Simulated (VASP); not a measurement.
Runs of VASP 6.6.1 on C. The structure is that of space group P6_3/mmc (No. 194), or close to it. The cells are those of the table. 

```tsv
cell	gap on the mesh (eV)	pressure (GPa)
a = 2.359, b = 2.359, c = 6.628 Å, angles 90.0, 90.0, 120.0°, 4 atoms	none	(a)
a = 2.378, b = 2.378, c = 6.522 Å, angles 90.0, 90.0, 120.0°, 4 atoms	none	35.4
a = 2.456, b = 2.456, c = 6.116 Å, angles 90.0, 90.0, 120.0°, 4 atoms	none	2.8
a = 2.496, b = 2.496, c = 5.923 Å, angles 90.0, 90.0, 120.0°, 4 atoms	none	-11.3
a = 2.340, b = 2.340, c = 6.735 Å, angles 90.0, 90.0, 120.0°, 4 atoms	none	(b)
a = 2.436, b = 2.436, c = 6.215 Å, angles 90.0, 90.0, 120.0°, 4 atoms	none	(c)
a = 2.322, b = 2.322, c = 6.845 Å, angles 90.0, 90.0, 120.0°, 4 atoms	none	61.8
a = 2.417, b = 2.417, c = 6.316 Å, angles 90.0, 90.0, 120.0°, 4 atoms	none	18.5
```

Alike in all rows: task single point; level PBEsol+D3(BJ); potentials or basis VASP PAW PBE potentials, release 64 (C); no spin polarisation; k mesh 21 × 21 × 8; cutoff (eV) 520; smearing gaussian 0.15 eV.

Estimate the missing entries.

(a) 44.1; (b) 52.9; (c) 10.5.

Caveats: the PAW data sets were made with another functional, which shifts forces and pressure a little; the stress differs along the axes, from -1 to 66 GPa (at least some runs); the stress differs along the axes, from 0 to 53 GPa (at least some runs); the stress differs along the axes, from -20 to 7 GPa (at least some runs); the stress differs along the axes, from -1 to 80 GPa (at least some runs); the stress differs along the axes, from 3 to 14 GPa (at least some runs); the stress differs along the axes, from -1 to 93 GPa (at least some runs).

A gap of «none» marks levels without a gap at the run's occupations.
